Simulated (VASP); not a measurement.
# CdSe in VASP: notebook, part 2 of 2

VASP 6.6.1.

**4. Single point, LDA (equal xy, yz and zx shear strains of -3 %)**

The input, INCAR:

```
SYSTEM = CdSe
PREC = Accurate
ENCUT = 520
EDIFF = 1E-6
ISMEAR = -1
SIGMA = 0.03
LREAL = .False.
LASPH = .True.
NELM = 60
ALGO = Normal
ISIF = 2
LWAVE = .False.
LCHARG = .False.
NBANDS = 16
```

The input, KPOINTS:

```
Automatic mesh
0
Gamma
  8 8 8
  0 0 0
```

The input, POSCAR:

```
CdSe
1.0
   -0.0921081360      3.0242171306      3.0242171306
    3.0242171306     -0.0921081360      3.0242171306
    3.0242171306      3.0242171306     -0.0921081360
Cd Se
1 1
Direct
    0.0000000000      0.0000000000      0.0000000000
    0.2500000000      0.2500000000      0.2500000000
```

Potentials or basis: VASP PAW LDA potentials, release 64 (Cd, Se).

Command:

```
> cat potpaw_LDA.64/Cd/POTCAR potpaw_LDA.64/Se/POTCAR > POTCAR
> mpirun -np 1 vasp_std > vasp.out
```

OUTCAR:

```text
SYSTEM = CdSe
   PREC = Accurate
   ENCUT = 520
   EDIFF = 1E-6
   ISMEAR = -1
   LREAL = .False.
   LASPH = .True.
   NELM = 60
   ISIF = 2

 ion  position               nearest neighbor table
   1  0.000  0.000  0.000-   2 2.58   2 2.69   2 2.69   2 2.69
   2  0.250  0.250  0.250-   1 2.58   1 2.69   1 2.69   1 2.69

  LATTYP: Found a trigonal (rhomboedric) cell.
 ALAT       =     4.2778805985
 COS(alpha) =     0.4693254694

  Lattice vectors:

 A1 = (  -0.0921081360,   3.0242171306,   3.0242171306)
 A2 = (   3.0242171306,  -0.0921081360,   3.0242171306)
 A3 = (   3.0242171306,   3.0242171306,  -0.0921081360)

Analysis of symmetry for initial positions (statically):
=====================================================================
 Subroutine PRICEL returns:
 Original cell was already a primitive cell.

 Routine SETGRP: Setting up the symmetry group for a
 trigonal (rhombohedral) supercell.

 Subroutine GETGRP returns: Found  6 space group operations
 (whereof  6 operations were pure point group operations)
 out of a pool of 12 trial point group operations.

The static configuration has the point symmetry C_3v.

Analysis of symmetry for dynamics (positions and initial velocities):
=====================================================================
 Subroutine PRICEL returns:
 Original cell was already a primitive cell.

 Routine SETGRP: Setting up the symmetry group for a
 trigonal (rhombohedral) supercell.

 Subroutine GETGRP returns: Found  6 space group operations
 (whereof  6 operations were pure point group operations)
 out of a pool of 12 trial point group operations.

The dynamic configuration has the point symmetry C_3v.

 Subroutine INISYM returns: Found  6 space group operations
 (whereof  6 operations are pure point group operations),
 and found     1 'primitive' translations

----------------------------------------------------------------------------------------

                                     Primitive cell

  volume of cell :      57.8448

  direct lattice vectors                    reciprocal lattice vectors
    -0.092108136  3.024217131  3.024217131    -0.157964269  0.162926497  0.162926497
     3.024217131 -0.092108136  3.024217131     0.162926497 -0.157964269  0.162926497
     3.024217131  3.024217131 -0.092108136     0.162926497  0.162926497 -0.157964269

  length of vectors
     4.277880598  4.277880598  4.277880598     0.279361409  0.279361409  0.279361409

  position of ions in fractional coordinates (direct lattice)
     0.000000000  0.000000000  0.000000000
     0.250000000  0.250000000  0.250000000

  ion indices of the primitive-cell ions
   primitive index   ion index
                 1           1
                 2           2

----------------------------------------------------------------------------------------

 KPOINTS: Automatic mesh

Automatic generation of k-mesh.
 Grid dimensions read from file:
 generate k-points for:    8    8    8

 Generating k-lattice:

  Cartesian coordinates                     Fractional coordinates (reciprocal lattice)
    -0.019745534  0.020365812  0.020365812     0.125000000  0.000000000 -0.000000000
     0.020365812 -0.019745534  0.020365812     0.000000000  0.125000000 -0.000000000
     0.020365812  0.020365812 -0.019745534     0.000000000  0.000000000  0.125000000

  Length of vectors
     0.034920176  0.034920176  0.034920176

  Shift w.r.t. Gamma in fractional coordinates (k-lattice)
     0.000000000  0.000000000  0.000000000

 Subroutine IBZKPT returns following result:
 ===========================================

 Found     65 irreducible k-points:

 Following reciprocal coordinates:
            Coordinates               Weight
  0.000000  0.000000  0.000000      1.000000
  0.125000  0.000000 -0.000000      6.000000
  0.250000  0.000000 -0.000000      6.000000
  0.375000  0.000000  0.000000      6.000000
  0.500000  0.000000 -0.000000      3.000000
  0.125000  0.125000  0.000000      6.000000
[... 16 lines left out ...]
  0.250000  0.125000  0.125000      6.000000
  0.375000  0.125000  0.125000      6.000000
 [... further k-points ...]
   k-points           NKPTS =     65   k-points in BZ     NKDIM =     65   number of bands    NBANDS=     16
   number of dos      NEDOS =    301   number of ions     NIONS =      2
   total plane-waves  NPLWV =  32768
   dimension x,y,z NGX =    32 NGY =   32 NGZ =   32
   dimension x,y,z NGXF=    64 NGYF=   64 NGZF=   64
   ions per type =               1   1
   NGX,Y,Z   is equivalent  to a cutoff of  12.44, 12.44, 12.44 a.u.
   NGXF,Y,Z  is equivalent  to a cutoff of  24.87, 24.87, 24.87 a.u.
 SYSTEM =  CdSe
   PREC   = accura    normal or accurate (medium, high low for compatibility)
   ISTART =      0    job   : 0-new  1-cont  2-samecut
   ICHARG =      2    charge: 1-file 2-atom 10-const
   ISPIN  =      1    spin polarized calculation?
   LNONCOLLINEAR =      F non collinear calculations
   LSORBIT =      F    spin-orbit coupling
   LASPH  =      T    aspherical Exc in radial PAW
   ENCUT  =  520.0 eV  38.22 Ry    6.18 a.u.   7.95  7.95  7.95*2*pi/ulx,y,z
   NELM   =     60;   NELMIN=  2; NELMDL= -5     # of ELM steps
   EDIFF  = 0.1E-05   stopping-criterion for ELM
   LREAL  =      F    real-space projection
[... 7 lines left out ...]
   TEBEG  =    0.0;   TEEND  =   0.0 temperature during run
   PSTRESS=    0.0 pullay stress
   NELECT =      18.0000    total number of electrons
   NUPDOWN=      -1.0000    fix difference up-down
   EMIN   =  10.00;   EMAX   =-10.00  energy-range for DOS
   EFERMI =   0.00;   METHOD = LEGACY
   ISMEAR =    -1;   SIGMA  =   0.03  broadening in eV -4-tet -1-fermi 0-gaus
   EFERMI_NEDOS =   21; number of points for ismear=-14 and -15
   IALGO  =     38    algorithm
   IMIX   =      4    mixing-type and parameters
     AMIX     =   0.40;   BMIX     =  1.00
     AMIX_MAG =   1.60;   BMIX_MAG =  1.00
  volume/ion in A,a.u.               =      28.92       195.18
  Fermi-wavevector in a.u.,A,eV,Ry     =   1.109373  2.096411 16.744810  1.230709
  Thomas-Fermi vector in A             =   2.245912
   LORBIT       =      0    0 simple, 1 ext, 2 COOP (PROOUT), +10 PAW based schemes
   GGA     = CA    functional components
   LHFCALC =     F    Hartree Fock is set to
   AEXX    =    0.0000 exact exchange contribution
   IVDW    =     0    specifies the selected vdW correction
   LEPSILON=     F    determine dielectric tensor
   LRPA    =     F    only Hartree local field effects (RPA)
 non-spin polarized calculation
  energy-cutoff  :      520.00
  volume of cell :       57.84
 maximum number of plane-waves:      1576
   NGX = 15   NGY = 15   NGZ = 15

 number of electron      18.0000004 magnetization

 Free energy of the ion-electron system (eV)
  ---------------------------------------------------
  ext. energy  EPLUGINS =         0.00000000
  ---------------------------------------------------
  free energy    TOTEN  =        -6.71145769 eV

  energy without entropy =       -6.71144779  energy(sigma->0) =       -6.71145274

 E-fermi :   0.7794     XC(G=0):  -9.1673

 val. band max:        0.6111551637   @ k =   0.0000   0.0000   0.0000
 cond. band min:       0.9321099163   @ k =   0.0000   0.0000   0.0000
 fundamental gap:      0.3209547526
 Fermi energy:         0.7794128665

 k-point     1 :       0.0000    0.0000    0.0000
  band No.  band energies     occupation
      1     -11.9129      2.00000
      2      -7.3062      2.00000
      3      -7.2610      2.00000
      4      -7.2610      2.00000
      5      -6.9239      2.00000
      6      -6.9239      2.00000
[... 8 lines left out ...]
     15      11.6266      0.00000
     16      11.6266      0.00000

 k-point     2 :       0.1250    0.0000   -0.0000
  band No.  band energies     occupation
      1     -11.8635      2.00000
      2      -7.2886      2.00000
      3      -7.2474      2.00000
      4      -7.2176      2.00000
      5      -6.9248      2.00000
      6      -6.9238      2.00000
[... 8 lines left out ...]
     15      10.7495      0.00000
     16      11.0405      0.00000
[... 387 lines left out ...]
      5      -6.9372      2.00000
      6      -6.9159      2.00000
[... 8 lines left out ...]
     15      10.5888      0.00000
     16      11.7296      0.00000

 k-point    24 :       0.3750    0.1250    0.1250
  band No.  band energies     occupation
      1     -11.6582      2.00000
      2      -7.2034      2.00000
      3      -7.1928      2.00000
      4      -6.9803      2.00000
      5      -6.9367      2.00000
      6      -6.8842      2.00000
[... 8 lines left out ...]
     15      11.2394      0.00000
     16      12.0608      0.00000

 [... further k-points ...]
[... 5 lines left out ...]
  --------------------------------------------------------------------------------------
  -------------------------------------------------------------------------------------
  Total       -0.9665966     -0.9665966     -0.9665966      0.4724372      0.4724372      0.4724372
  in kB      -26.7726780    -26.7726780    -26.7726780     13.0855106     13.0855106     13.0855106
  external PRESSURE =     -26.7726780 kB  Pullay stress =       0.0000000 kB

 VOLUME and BASIS-vectors are now :
 -----------------------------------------------------------------------------
  energy-cutoff  :      520.00
  volume of cell :       57.84
      direct lattice vectors                 reciprocal lattice vectors
    -0.092108136  3.024217131  3.024217131    -0.157964269  0.162926497  0.162926497
     3.024217131 -0.092108136  3.024217131     0.162926497 -0.157964269  0.162926497
     3.024217131  3.024217131 -0.092108136     0.162926497  0.162926497 -0.157964269

 POSITION                                       TOTAL-FORCE (eV/Angst)
 -----------------------------------------------------------------------------------
      0.00000      0.00000      0.00000        -0.178111     -0.178111     -0.178111
      1.48908      1.48908      1.48908         0.178111      0.178111      0.178111
 -----------------------------------------------------------------------------------
    total drift:                               -0.000094     -0.000094     -0.000094

  FREE ENERGIE OF THE ION-ELECTRON SYSTEM (eV)
  ---------------------------------------------------
  free  energy   TOTEN  =        -6.7114576933 eV

  energy  without entropy=       -6.7114477875  energy(sigma->0) =       -6.71145274
```

Run time: 38 s. Hardware: 1 thread of Intel Xeon 6975P-C, shared host; peak memory 0.19 GiB.

Results:

```yaml
Free_energy: -6.7115 eV
Pressure: -2.7 GPa
Largest_force: 0.308 eV/Å
Band_gap_on_the_k_mesh: 0.32 eV, direct
```

Forces in eV/Å, atoms in the order of the input:
```
Cd  -0.178 -0.178 -0.178
Se   0.178  0.178  0.178
```

Levels at points of the mesh, in eV from the valence-band top:
| k point | band 5 | band 6 | band 7 | band 8 | band 9 | band 10 | band 11 | band 12 | band 13 | band 14 |
| --- | --- | --- | --- | --- | --- | --- | --- | --- | --- | --- |
| (0.00, 0.00, 0.00) | -7.54 | -7.54 | -0.06 | -0.06 | 0.00 | 0.32 | 5.59 | 5.59 | 6.17 | 9.37 |
| (0.50, 0.00, 0.00) | -7.51 | -7.27 | -4.33 | -0.71 | -0.69 | 2.19 | 6.17 | 6.51 | 7.05 | 9.73 |
| (0.50, 0.50, 0.00) | -7.48 | -7.20 | -4.06 | -1.93 | -1.69 | 2.92 | 3.60 | 8.64 | 9.75 | 9.98 |
| (0.50, 0.50, 0.50) | -7.51 | -7.24 | -4.36 | -0.89 | -0.89 | 1.98 | 6.11 | 6.11 | 7.24 | 9.61 |

Caveat: the cell differs from its parent crystal (equal xy, yz and zx shear strains of -3 %).

**5. The runs side by side**

```tsv
cell	gap on the mesh (eV)	pressure (GPa)
a = 4.408, b = 4.408, c = 4.342 Å, angles 60.5, 60.5, 59.0°, 2 atoms	0.21	-4.1
a = 4.386, b = 4.386, c = 4.429 Å, angles 59.7, 59.7, 60.7°, 2 atoms	0.19	-4.5
a = 4.278 Å, angles 62.0°, 2 atoms	0.32	-2.7
```

Alike in all rows: task single point; level LDA; potentials or basis VASP PAW LDA potentials, release 64 (Cd, Se); no spin polarisation; k mesh 8 × 8 × 8; cutoff (eV) 520; smearing fermi-dirac 0.03 eV.

Absolute energies hang on the potentials; compare differences alone.
